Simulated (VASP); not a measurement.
# Bi in VASP: single point with PBE

Aim: the single point of Bi with PBE.

Program: VASP 6.6.1. These are calculated values, not measurements. Logs are shortened: lines on timing, memory, paths and dates and some standing lists are left out, and cuts for length are marked.

### 1 The cell of the first run

The cell holds a slab with vacuum, 4 atoms: a = 3.552 Å, b = 3.552 Å, c = 21.701 Å, α = 90.00°, β = 90.00°, γ = 120.00°.

### 2 Single point, PBE

Input file INCAR:

```
SYSTEM = Bi
  PREC = Accurate
  ENCUT = 520
  EDIFF = 1E-7
  ISMEAR = -1
  SIGMA = 0.05
  LREAL = .False.
  LASPH = .True.
  NELM = 80
  ALGO = Normal
  ISIF = 2
  LWAVE = .False.
  LCHARG = .True.
  LDIPOL = .True.
  IDIPOL = 3
  DIPOL = 0.5 0.5 0.500
  GGA = PE
  LELF = .True.
  LVHAR = .True.
  LVACPOTAV = .True.
  NBANDS = 38
```

Input file KPOINTS:

```
regular mesh
0
Gamma
  12 12 1
  0 0 0
```

Input file POSCAR:

```
Bi
1.0
    3.5519859469      0.0000000000      0.0000000000
   -1.7759929734      3.0761100639      0.0000000000
    0.0000000000      0.0000000000     21.7006000000
Bi
4
Direct
    0.0000000000      0.0000000000      0.2983156616
    0.3333333333      0.6666666667      0.4242207084
    0.6666666667      0.3333333333      0.5757792906
    0.0000000000      0.0000000000      0.7016843387
```

Potentials or basis: VASP PAW PBE potentials, release 64 (Bi_d).

Launch:

```
cat potpaw_PBE.64/Bi_d/POTCAR > POTCAR
mpirun -np 1 vasp_std > vasp.out
```

OUTCAR:

```text
SYSTEM = Bi
   PREC = Accurate
   ENCUT = 520
   EDIFF = 1E-7
   ISMEAR = -1
   LREAL = .False.
   LASPH = .True.
   NELM = 80
   ISIF = 2
   GGA = PE

 ion  position               nearest neighbor table
   1  0.000  0.000  0.298-   2 3.42   2 3.42   2 3.42
   2  0.333  0.667  0.424-   1 3.42   1 3.42   1 3.42   3 3.88   3 3.88   3 3.88
   3  0.667  0.333  0.576-   4 3.42   4 3.42   4 3.42   2 3.88   2 3.88   2 3.88
   4  0.000  0.000  0.702-   3 3.42   3 3.42   3 3.42

  LATTYP: Found a hexagonal cell.
 ALAT       =     3.5519859469
 C/A-ratio  =     6.1094273244

  Lattice vectors:

 A1 = (   3.5519859469,   0.0000000000,   0.0000000000)
 A2 = (  -1.7759929734,   3.0761100639,   0.0000000000)
 A3 = (   0.0000000000,   0.0000000000,  21.7006000000)

Analysis of symmetry for initial positions (statically):
=====================================================================
 Subroutine PRICEL returns:
 Original cell was already a primitive cell.

 Routine SETGRP: Setting up the symmetry group for a
 hexagonal supercell.

 Subroutine GETGRP returns: Found 12 space group operations
 (whereof 12 operations were pure point group operations)
 out of a pool of 24 trial point group operations.

The static configuration has the point symmetry D_3d.

Analysis of symmetry for dynamics (positions and initial velocities):
=====================================================================
 Subroutine PRICEL returns:
 Original cell was already a primitive cell.

 Routine SETGRP: Setting up the symmetry group for a
 hexagonal supercell.

 Subroutine GETGRP returns: Found 12 space group operations
 (whereof 12 operations were pure point group operations)
 out of a pool of 24 trial point group operations.

The dynamic configuration has the point symmetry D_3d.

 Subroutine INISYM returns: Found 12 space group operations
 (whereof 12 operations are pure point group operations),
 and found     1 'primitive' translations

----------------------------------------------------------------------------------------

                                     Primitive cell

  volume of cell :     237.1073

  direct lattice vectors                    reciprocal lattice vectors
     3.551985947  0.000000000  0.000000000     0.281532645  0.162542949  0.000000000
    -1.775992973  3.076110064  0.000000000     0.000000000  0.325085897  0.000000000
     0.000000000  0.000000000 21.700600000     0.000000000  0.000000000  0.046081675

  length of vectors
     3.551985947  3.551985947 21.700600000     0.325085897  0.325085897  0.046081675

  position of ions in fractional coordinates (direct lattice)
     0.000000000  0.000000000  0.298315662
     0.333333333  0.666666667  0.424220708
     0.666666667  0.333333333  0.575779291
     0.000000000  0.000000000  0.701684339

  ion indices of the primitive-cell ions
   primitive index   ion index
                 1           1
                 2           2
                 3           3
                 4           4

----------------------------------------------------------------------------------------

 KPOINTS: regular mesh

Automatic generation of k-mesh.
 Grid dimensions read from file:
 generate k-points for:   12   12    1

 Generating k-lattice:

  Cartesian coordinates                     Fractional coordinates (reciprocal lattice)
     0.023461054  0.013545246  0.000000000     0.083333333 -0.000000000  0.000000000
     0.000000000  0.027090491  0.000000000     0.000000000  0.083333333  0.000000000
     0.000000000  0.000000000  0.046081675     0.000000000  0.000000000  1.000000000

  Length of vectors
     0.027090491  0.027090491  0.046081675

  Shift w.r.t. Gamma in fractional coordinates (k-lattice)
     0.000000000  0.000000000  0.000000000

 Subroutine IBZKPT returns following result:
 ===========================================

 Found     19 irreducible k-points:

 Following reciprocal coordinates:
            Coordinates               Weight
  0.000000  0.000000  0.000000      1.000000
  0.083333  0.000000  0.000000      6.000000
  0.166667  0.000000  0.000000      6.000000
  0.250000  0.000000  0.000000      6.000000
  0.333333  0.000000  0.000000      6.000000
  0.416667  0.000000  0.000000      6.000000
[... 11 lines left out ...]
  0.333333  0.250000  0.000000     12.000000
  0.333333  0.333333  0.000000      2.000000
   k-points           NKPTS =     19   k-points in BZ     NKDIM =     19   number of bands    NBANDS=     38
   number of dos      NEDOS =    301   number of ions     NIONS =      4
   total plane-waves  NPLWV = 127008
   dimension x,y,z NGX =    28 NGY =   28 NGZ =  162
   dimension x,y,z NGXF=    56 NGYF=   56 NGZF=  324
   ions per type =               4
   NGX,Y,Z   is equivalent  to a cutoff of  13.11, 13.11, 12.41 a.u.
   NGXF,Y,Z  is equivalent  to a cutoff of  26.21, 26.21, 24.82 a.u.
 SYSTEM =  Bi
   PREC   = accura    normal or accurate (medium, high low for compatibility)
   ISTART =      0    job   : 0-new  1-cont  2-samecut
   ICHARG =      2    charge: 1-file 2-atom 10-const
   ISPIN  =      1    spin polarized calculation?
   LNONCOLLINEAR =      F non collinear calculations
   LSORBIT =      F    spin-orbit coupling
   LASPH  =      T    aspherical Exc in radial PAW
   ENCUT  =  520.0 eV  38.22 Ry    6.18 a.u.   6.60  6.60 40.35*2*pi/ulx,y,z
   NELM   =     80;   NELMIN=  2; NELMDL= -5     # of ELM steps
   EDIFF  = 0.1E-06   stopping-criterion for ELM
   LREAL  =      F    real-space projection
   EDIFFG = 0.1E-05   stopping-criterion for IOM
   NSW    =      0    number of steps for IOM
   IBRION =     -1    ionic relax: 0-MD 1-quasi-New 2-CG
   NFREE  =      0    steps in history (QN), initial steepest desc. (CG)
   ISIF   =      2    stress and relaxation
   ISYM   =      2    0-nonsym 1-usesym 2-fastsym
   POTIM  = 0.5000    time-step for ionic-motion
   TEBEG  =    0.0;   TEEND  =   0.0 temperature during run
   PSTRESS=    0.0 pullay stress
   NELECT =      60.0000    total number of electrons
   NUPDOWN=      -1.0000    fix difference up-down
   EMIN   =  10.00;   EMAX   =-10.00  energy-range for DOS
   EFERMI =   0.00;   METHOD = LEGACY
   ISMEAR =    -1;   SIGMA  =   0.05  broadening in eV -4-tet -1-fermi 0-gaus
   EFERMI_NEDOS =   21; number of points for ismear=-14 and -15
   IALGO  =     38    algorithm
   IMIX   =      4    mixing-type and parameters
     AMIX     =   0.40;   BMIX     =  1.00
     AMIX_MAG =   1.60;   BMIX_MAG =  1.00
  volume/ion in A,a.u.               =      59.28       400.02
  Fermi-wavevector in a.u.,A,eV,Ry     =   1.035485  1.956782 14.588552  1.072228
  Thomas-Fermi vector in A             =   2.169830
   LORBIT       =      0    0 simple, 1 ext, 2 COOP (PROOUT), +10 PAW based schemes
   GGA     = PE    functional components
   LHFCALC =     F    Hartree Fock is set to
   AEXX    =    0.0000 exact exchange contribution
   IVDW    =     0    specifies the selected vdW correction
   LEPSILON=     F    determine dielectric tensor
   LRPA    =     F    only Hartree local field effects (RPA)
 non-spin polarized calculation
  energy-cutoff  :      520.00
  volume of cell :      237.11
 maximum number of plane-waves:      6477
 NGX is ok and might be reduce to    28
   NGX = 13   NGY = 13   NGZ = 81

 dipolmoment           0.000000      0.000000     -0.000000 electrons x Angstroem

 number of electron      59.9999987 magnetization

 dipolmoment           0.000000      0.000000      0.000000 electrons x Angstroem

 Free energy of the ion-electron system (eV)
  ---------------------------------------------------
  ext. energy  EPLUGINS =         0.00000000
  ---------------------------------------------------
  free energy    TOTEN  =       -14.49900061 eV

  energy without entropy =      -14.46576999  energy(sigma->0) =      -14.48238530

 E-fermi :   2.2790     XC(G=0):  -6.1633

 val. band max:        2.2674451810   @ k =   0.3333   0.1667   0.0000
 cond. band min:       2.3658341043   @ k =   0.4167   0.1667   0.0000
 fundamental gap:      0.0983889233
 Fermi energy:         2.2790069726

 k-point     1 :       0.0000    0.0000    0.0000
  band No.  band energies     occupation
      1     -20.8071      2.00000
      2     -20.8071      2.00000
      3     -20.8071      2.00000
      4     -20.8071      2.00000
      5     -20.8044      2.00000
      6     -20.7949      2.00000
[... 30 lines left out ...]
     37       7.0105      0.00000
     38       7.0105      0.00000

 k-point     2 :       0.0833    0.0000    0.0000
  band No.  band energies     occupation
      1     -20.8112      2.00000
      2     -20.8085      2.00000
      3     -20.7998      2.00000
      4     -20.7997      2.00000
      5     -20.7988      2.00000
      6     -20.7910      2.00000
[... 30 lines left out ...]
     37       6.7277      0.00000
     38       6.9700      0.00000

 k-point     3 :       0.1667    0.0000    0.0000
  band No.  band energies     occupation
      1     -20.8209      2.00000
      2     -20.8152      2.00000
      3     -20.7913      2.00000
      4     -20.7806      2.00000
      5     -20.7799      2.00000
      6     -20.7768      2.00000
[... 30 lines left out ...]
     37       6.6684      0.00000
     38       6.9023      0.00000

 k-point     4 :       0.2500    0.0000    0.0000
  band No.  band energies     occupation
      1     -20.8335      2.00000
      2     -20.8253      2.00000
      3     -20.7888      2.00000
      4     -20.7808      2.00000
      5     -20.7657      2.00000
      6     -20.7645      2.00000
[... 30 lines left out ...]
     37       6.6687      0.00000
     38       7.0875      0.00000
[... 498 lines left out ...]
      4     -20.7885      2.00000
      5     -20.7766      2.00000
      6     -20.7758      2.00000
[... 30 lines left out ...]
     37       7.5445      0.00000
     38       7.9650      0.00000

 k-point    18 :       0.3333    0.2500    0.0000
  band No.  band energies     occupation
      1     -20.8061      2.00000
      2     -20.7961      2.00000
      3     -20.7896      2.00000
      4     -20.7849      2.00000
      5     -20.7785      2.00000
      6     -20.7603      2.00000
[... 30 lines left out ...]
     37       7.5516      0.00000
     38       8.0720      0.00000

 k-point    19 :       0.3333    0.3333    0.0000
  band No.  band energies     occupation
      1     -20.7984      2.00000
      2     -20.7984      2.00000
      3     -20.7931      2.00000
      4     -20.7723      2.00000
      5     -20.7601      2.00000
      6     -20.7601      2.00000
[... 30 lines left out ...]
     37       7.7503      0.00000
     38       7.7503      0.00000

------------------------ aborting loop because EDIFF is reached ----------------------------------------

  FORCE on cell =-STRESS in cart. coord.  units (eV):
  Direction    XX          YY          ZZ          XY          YZ          ZX
  --------------------------------------------------------------------------------------
  -------------------------------------------------------------------------------------
  Total       -1.5970520     -1.5970520     -0.0342534     -0.0000000      0.0000000     -0.0000000
  in kB      -10.7915740    -10.7915740     -0.2314566     -0.0000000      0.0000000     -0.0000000
  external PRESSURE =      -7.2715349 kB  Pullay stress =       0.0000000 kB

 VOLUME and BASIS-vectors are now :
 -----------------------------------------------------------------------------
  energy-cutoff  :      520.00
  volume of cell :      237.11
      direct lattice vectors                 reciprocal lattice vectors
     3.551985947  0.000000000  0.000000000     0.281532645  0.162542949  0.000000000
    -1.775992973  3.076110064  0.000000000     0.000000000  0.325085897  0.000000000
     0.000000000  0.000000000 21.700600000     0.000000000  0.000000000  0.046081675

 POSITION                                       TOTAL-FORCE (eV/Angst)
 -----------------------------------------------------------------------------------
      0.00000      0.00000      6.47363         0.000000      0.000000     -0.005262
     -0.00000      2.05074      9.20584        -0.000000      0.000000      0.003671
      1.77599      1.02537     12.49476        -0.000000     -0.000000     -0.003671
      0.00000      0.00000     15.22697         0.000000     -0.000000      0.005262
 -----------------------------------------------------------------------------------
    total drift:                                0.000000      0.000000      0.000026

  FREE ENERGIE OF THE ION-ELECTRON SYSTEM (eV)
  ---------------------------------------------------
  free  energy   TOTEN  =       -14.4990006099 eV

  energy  without entropy=      -14.4657699867  energy(sigma->0) =      -14.48238530

 vacuum level on the upper side and lower side of the slab         6.312         6.312
```

Run time: 2.7 min. Hardware: 1 thread of Intel Xeon Platinum 8488C (Sapphire Rapids), shared host; peak memory 0.39 GiB.

Results:

```yaml
Free_energy: -14.4990 eV
Largest_force: 0.005 eV/Å
Band_gap_on_the_k_mesh: zero (band 30 reaches 5.77 eV, above the bottom of band 31 at 0.69 eV)
```

Forces on the atoms (eV/Å):
```
Bi   0.000  0.000 -0.005
Bi   0.000  0.000  0.004
Bi   0.000  0.000 -0.004
Bi   0.000  0.000  0.005
```

Levels at points of the mesh, in eV from the Fermi level:
```csv
k point,band 27,band 28,band 29,band 30,band 31,band 32,band 33,band 34
"(0.00, 0.00, 0.00)",-0.13,1.93,3.47,3.49,3.49,3.68,3.68,4.34
"(0.50, 0.00, 0.00)",-3.93,-3.55,-0.63,-0.24,0.59,0.65,0.98,1.97
```

Caveat: spin-orbit coupling is left out, which moves the levels of the heavy elements.
